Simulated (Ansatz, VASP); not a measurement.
Ta in VASP and in Ansatz

Contents of INCAR:

```
PREC = Accurate ; ENCUT = 520
EDIFF = 1E-6 ; ISMEAR = -1
SIGMA = 0.1 ; LREAL = F
LASPH = T ; NELM = 60
ALGO = Normal ; ISIF = 2
LWAVE = F ; LCHARG = F
GGA = RP ; NBANDS = 30
```

KPOINTS

```
Automatic mesh
0
Gamma
  14 14 4
```

Contents of POSCAR:

```
Ta
1.0
    2.9201200414      0.0000000000      0.0000000000
   -1.4600600207      2.5288981379      0.0000000000
    0.0000000000      0.0000000000      9.9461472909
Ta
4
Direct
    1.0000000000      1.0000000000      1.0000000000
    1.0000000000      1.0000000000      0.5000000000
    0.3333333333      0.6666666667      0.2500000000
    0.6666666667      0.3333333333      0.7500000000
```

Input for Ansatz:

```yaml
crystal:
  lattice:
    - [2.9201200414, 0.0, 0.0]
    - [-1.4600600207, 2.5288981379, 0.0]
    - [0.0, 0.0, 9.9461472909]
  atoms:
    - { symbol: Ta, position: [1.0, 1.0, 1.0] }
    - { symbol: Ta, position: [1.0, 1.0, 0.5] }
    - { symbol: Ta, position: [0.3333333333, 0.6666666667, 0.25] }
    - { symbol: Ta, position: [0.6666666667, 0.3333333333, 0.75] }
hamiltonian:
  xc: rpbe
  pseudopotentials:
    kind: paw
    azcp:
      Ta: "pseudopotentials/Ta.paw.azcp"
basis:
  ecutwfc: 420
  fft_grid_basis: typed
kpoints:
  mp_grid: { grid: [14, 14, 4], shift: [0, 0, 0] }
magnetization:
  spin_polarized: false
scf:
  occupations: { method: fermi_dirac, width: 0.1 }
  lower_state_search: "off"
output:
  stress: true
```

Alike in both runs: task single point; functional RPBE; k mesh 14 × 14 × 4; occupations fermi-dirac, width 0.1 eV; no spin polarisation.

```csv
,VASP,Ansatz
version,VASP 6.6.1,Ansatz 0.2.0
potentials or method,"VASP PAW PBE potentials, release 64 (Ta_pv), cutoff 520 eV","plane waves (420 eV) with PAW, scalar-relativistic"
valence electrons in the cell,44,52
```

|  | VASP | Ansatz | Ansatz less VASP |
| --- | --- | --- | --- |
| pressure (GPa) | 8.1 | 8.1 | -0.03 |

VASP's potentials were made for PBE, not for RPBE. VASP's potentials hold 44 valence electrons a cell and Ansatz's 52, so a difference there can come from the potentials and not from the codes.

Neither program's run includes spin-orbit coupling.
